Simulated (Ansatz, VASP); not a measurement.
# GaSb in VASP and in Ansatz

```xyz
2
Lattice="0.0000 3.1260 3.1260 3.1260 0.0000 3.1260 3.1260 3.1260 0.0000" Properties=species:S:1:pos:R:3 pbc="T T T"
Ga    0.0000    0.0000    0.0000
Sb    1.5630    1.5630    1.5630
```

Alike in both runs: task single point; functional r2SCAN; k mesh 6 × 6 × 6; occupations fermi-dirac, width 0.02 eV; no spin polarisation.

|  | VASP | Ansatz |
| --- | --- | --- |
| version | VASP 6.6.1 | Ansatz 0.2.0 |
| potentials or method | VASP PAW PBE potentials, release 64 (Ga_d, Sb) | plane waves, PAW |
| plane-wave cutoff (eV) | 550 | 500 |
| valence electrons in the cell | 18 | 28 |

|  | VASP | Ansatz | Ansatz less VASP |
| --- | --- | --- | --- |
| pressure (GPa) | -2.5 | -2.6 | -0.07 |

VASP's potentials were made for PBE, not for r2SCAN. VASP's potentials hold 18 valence electrons a cell and Ansatz's 28, so a difference there can come from the potentials and not from the codes.

Spin-orbit coupling is off throughout.
